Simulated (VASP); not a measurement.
# Pb (Fm-3m) in VASP: relaxation of cell and atoms with PBEsol

Aim: the relaxation of cell and atoms of Pb with PBEsol.

All numbers are computed with VASP 6.6.1; they aren't measurements. Logs are shortened: lines on timing, memory, paths and dates and some standing lists are left out, and cuts for length are marked.

### Step 1. The cell of the first run

The structure is cubic, space group Fm-3m (No. 225). Conventional cell: a = 4.934 Å, b = 4.934 Å, c = 4.934 Å, α = 90.00°, β = 90.00°, γ = 90.00°. Within 4.6 Å of Pb (site symmetry m-3m) lie 12 Pb at 3.49 Å.

### Step 2. Relaxation of cell and atoms, PBEsol, target pressure 2 GPa, at which the enthalpy is minimised

INCAR

```
SYSTEM = Pb
PREC = Accurate ; ENCUT = 600
EDIFF = 1E-6 ; ISMEAR = -1
SIGMA = 0.1 ; LREAL = .False.
LASPH = .True. ; NELM = 60
ALGO = Normal ; ISIF = 3
LWAVE = .False. ; LCHARG = .False.
GGA = PS ; IBRION = 2
NSW = 100 ; EDIFFG = -0.002
PSTRESS = 20.0
```

KPOINTS

```
regular mesh
0
Gamma
  20 20 20
  0 0 0
```

POSCAR

```
Pb
1.0
    0.0000000000      2.4669042601      2.4669042601
    2.4669042601      0.0000000000      2.4669042601
    2.4669042601      2.4669042601      0.0000000000
Pb
1
Direct
    0.0000000000      0.0000000000      0.0000000000
```

Potentials or basis: VASP PAW PBE potentials, release 64 (Pb_d).

Started as:

```console
cat potpaw_PBE.64/Pb_d/POTCAR > POTCAR
mpirun -np 1 vasp_std > vasp.out
```

OUTCAR:

```text
SYSTEM = Pb
   PREC = Accurate
   ENCUT = 600
   EDIFF = 1E-6
   ISMEAR = -1
   LREAL = .False.
   LASPH = .True.
   NELM = 60
   ISIF = 3
   GGA = PS
   IBRION = 2
   NSW = 100
   EDIFFG = -0.002
   PSTRESS = 20.0

 ion  position               nearest neighbor table
   1  0.000  0.000  0.000-

  LATTYP: Found a face centered cubic cell.
 ALAT       =     4.9338085202

  Lattice vectors:

 A1 = (   0.0000000000,   2.4669042601,   2.4669042601)
 A2 = (   2.4669042601,   0.0000000000,   2.4669042601)
 A3 = (   2.4669042601,   2.4669042601,   0.0000000000)

Analysis of symmetry for initial positions (statically):
=====================================================================
 Subroutine PRICEL returns:
 Original cell was already a primitive cell.

 Routine SETGRP: Setting up the symmetry group for a
 face centered cubic supercell.

 Subroutine GETGRP returns: Found 48 space group operations
 (whereof 48 operations were pure point group operations)
 out of a pool of 48 trial point group operations.

The static configuration has the point symmetry O_h .

Analysis of symmetry for dynamics (positions and initial velocities):
=====================================================================
 Subroutine PRICEL returns:
 Original cell was already a primitive cell.

 Routine SETGRP: Setting up the symmetry group for a
 face centered cubic supercell.

 Subroutine GETGRP returns: Found 48 space group operations
 (whereof 48 operations were pure point group operations)
 out of a pool of 48 trial point group operations.

The dynamic configuration has the point symmetry O_h .

 Subroutine INISYM returns: Found 48 space group operations
 (whereof 48 operations are pure point group operations),
 and found     1 'primitive' translations

----------------------------------------------------------------------------------------

                                     Primitive cell

  volume of cell :      30.0253

  direct lattice vectors                    reciprocal lattice vectors
     0.000000000  2.466904260  2.466904260    -0.202683180  0.202683180  0.202683180
     2.466904260  0.000000000  2.466904260     0.202683180 -0.202683180  0.202683180
     2.466904260  2.466904260  0.000000000     0.202683180  0.202683180 -0.202683180

[... 94 lines left out ...]
   EMIN   =  10.00;   EMAX   =-10.00  energy-range for DOS
   EFERMI =   0.00;   METHOD = LEGACY
   ISMEAR =    -1;   SIGMA  =   0.10  broadening in eV -4-tet -1-fermi 0-gaus
   EFERMI_NEDOS =   21; number of points for ismear=-14 and -15
   IALGO  =     38    algorithm
   IMIX   =      4    mixing-type and parameters
     AMIX     =   0.40;   BMIX     =  1.00
     AMIX_MAG =   1.60;   BMIX_MAG =  1.00
  volume/ion in A,a.u.               =      30.03       202.62
  Fermi-wavevector in a.u.,A,eV,Ry     =   1.269468  2.398947 21.926468  1.611550
  Thomas-Fermi vector in A             =   2.402508
   LORBIT       =      0    0 simple, 1 ext, 2 COOP (PROOUT), +10 PAW based schemes
   GGA     = PS    functional components
   LHFCALC =     F    Hartree Fock is set to
   AEXX    =    0.0000 exact exchange contribution
   IVDW    =     0    specifies the selected vdW correction
   LEPSILON=     F    determine dielectric tensor
   LRPA    =     F    only Hartree local field effects (RPA)
 conjugate gradient relaxation of ions
 non-spin polarized calculation
  energy-cutoff  :      600.00
  volume of cell :       30.03
 maximum number of plane-waves:      1018
   NGX = 13   NGY = 13   NGZ = 13

--------------------------------------- Ionic step        1  -------------------------------------------

 number of electron      13.9999999 magnetization

 Free energy of the ion-electron system (eV)
  ---------------------------------------------------
  ext. energy  EPLUGINS =         0.00000000
  ---------------------------------------------------
  free energy    TOTEN  =        -4.00806924 eV

  energy without entropy =       -3.99162268  energy(sigma->0) =       -3.99984596

------------------------ aborting loop because EDIFF is reached ----------------------------------------

  FORCE on cell =-STRESS in cart. coord.  units (eV):
  Direction    XX          YY          ZZ          XY          YZ          ZX
  --------------------------------------------------------------------------------------
  -------------------------------------------------------------------------------------
  Total        0.0022404      0.0022404      0.0022404      0.0000000      0.0000000      0.0000000
  in kB        0.1195478      0.1195478      0.1195478      0.0000000      0.0000000      0.0000000
  external PRESSURE =     -19.8804522 kB  Pullay stress =      20.0000000 kB
[... 98 lines left out ...]
--------------------------------------- Ionic step        4  -------------------------------------------

 number of electron      14.0000000 magnetization

 Free energy of the ion-electron system (eV)
  ---------------------------------------------------
  ext. energy  EPLUGINS =         0.00000000
  ---------------------------------------------------
  free energy    TOTEN  =        -4.00101192 eV

  energy without entropy =       -3.98507547  energy(sigma->0) =       -3.99304369

 E-fermi :   7.7027     XC(G=0): -10.5763

 val. band max:        7.6778320007   @ k =  -0.3500   0.2500   0.0000
 cond. band min:       7.7204209193   @ k =  -0.3000   0.3000   0.1000
 fundamental gap:      0.0425889187
 Fermi energy:         7.7026700382

 k-point     1 :       0.0000    0.0000    0.0000
  band No.  band energies     occupation
      1      -9.3697      2.00000
      2      -9.3697      2.00000
      3      -9.3697      2.00000
      4      -9.2055      2.00000
      5      -9.2055      2.00000
      6      -4.4531      2.00000
      7      15.4549      0.00000
      8      15.4549      0.00000
      9      15.4549      0.00000
     10      17.4465      0.00000
     11      19.5952      0.00000
[... 309 lines left out ...]
 k-point    24 :      -0.3500    0.0500    0.0000
  band No.  band energies     occupation
      1      -9.3980      2.00000
      2      -9.3445      2.00000
      3      -9.3401      2.00000
      4      -9.1062      2.00000
      5      -9.0829      2.00000
      6      -1.7567      2.00000
      7       5.2598      2.00000
      8      12.9506      0.00000
      9      14.0010      0.00000
     10      16.9181      0.00000
     11      18.0844      0.00000

 [... further k-points ...]

------------------------ aborting loop because EDIFF is reached ----------------------------------------

  FORCE on cell =-STRESS in cart. coord.  units (eV):
  Direction    XX          YY          ZZ          XY          YZ          ZX
  --------------------------------------------------------------------------------------
  -------------------------------------------------------------------------------------
  Total        0.3613957      0.3613957      0.3613957      0.0000000     -0.0000000      0.0000000
  in kB       20.0447608     20.0447608     20.0447608      0.0000000     -0.0000000      0.0000000
  external PRESSURE =       0.0447608 kB  Pullay stress =      20.0000000 kB
[... 20 lines left out ...]
  energy  without entropy=       -3.9850754664  energy(sigma->0) =       -3.99304369

  enthalpy is  TOTEN    =        -3.6404232704 eV   P V=        0.3605886457

 reached required accuracy - stopping structural energy minimisation
```

Run time: 76 s. Hardware: 1 thread of Intel Xeon 6975P-C (Granite Rapids), shared host; peak memory 0.25 GiB.

What came out:

```yaml
Free_energy: -4.0010 eV
Relaxed_volume: 28.89 Å³/atom
Relaxed_cell: a = 3.444 Å, b = 3.444 Å, c = 3.444 Å, α = 60.00°, β = 60.00°, γ = 60.00°
Space_group_after_relaxing_to_0.1_Å: Fm-3m (No. 225)
Energy_change_on_relaxing_the_run_minimises_the_enthalpy: +7.1 meV/atom
Ionic_steps: 4
Pressure_after_relaxing: 2.0 GPa
Band_gap_on_the_k_mesh: zero (bands 7 and 8 overlap by 9.57 eV)
```

Step by step:
| step | energy change (eV) | largest force (eV/Å) | pressure (GPa) | volume (Å³) |
| --- | --- | --- | --- | --- |
| 1 | 0.0000 | 0.0000 | 0.01 | 30.03 |
| 2 | 0.0141 | 0.0000 | 2.98 | 28.44 |
| 3 | 0.0068 | 0.0000 | 1.99 | 28.91 |
| 4 | 0.0071 | 0.0000 | 2.00 | 28.89 |

Final structure:
```cif
data_structure
_symmetry_space_group_name_H-M 'P 1'
_symmetry_Int_Tables_number 1
_cell_length_a 3.4440
_cell_length_b 3.4440
_cell_length_c 3.4440
_cell_angle_alpha 60.000
_cell_angle_beta 60.000
_cell_angle_gamma 60.000
_cell_volume 28.89
loop_
_atom_site_label
_atom_site_type_symbol
_atom_site_fract_x
_atom_site_fract_y
_atom_site_fract_z
_atom_site_occupancy
Pb1 Pb 0.00000 0.00000 0.00000 1
```

Caveat: the cell is relaxed towards a set pressure, so the run minimises the enthalpy, not the energy; the PAW data sets were made with another functional, which shifts forces and pressure a little; spin-orbit coupling is left out, which moves the levels of the heavy elements.

The gap in the log of VASP goes by the Fermi energy; the results here count the filled bands.